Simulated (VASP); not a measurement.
Runs of VASP 6.6.1 on In. The structure is that of space group I4/mmm (No. 139), or close to it. The cells are those of the table. 

```csv
task,cell,gap on the mesh (eV),pressure (GPa)
single point,"a = 3.298 Å, angles 118.6, 118.6, 92.4°, 1 atom",none,2.5
single point,"a = 3.385 Å, angles 118.6, 118.6, 92.4°, 1 atom",none,-0.7
single point,"a = 3.253 Å, angles 118.6, 118.6, 92.4°, 1 atom",none,4.7
single point,"a = 3.320 Å, angles 118.6, 118.6, 92.4°, 1 atom",none,(a)
electric field gradients,"a = 3.253 Å, angles 118.6, 118.6, 92.4°, 1 atom",none,4.7
```

Alike in all rows: level PBE; potentials or basis VASP PAW PBE potentials, release 64 (In_d); no spin polarisation; k mesh 17 × 17 × 17; cutoff (eV) 520; smearing fermi-dirac 0.03 eV.

Q: Estimate the missing entries.

A: (a) 1.5.

Caveats: spin-orbit coupling is left out, which moves the levels of the heavy elements.

A k mesh can miss the band edges, and the runs leave out spin-orbit coupling on In.

A gap of «none» marks levels without a gap at the run's occupations.
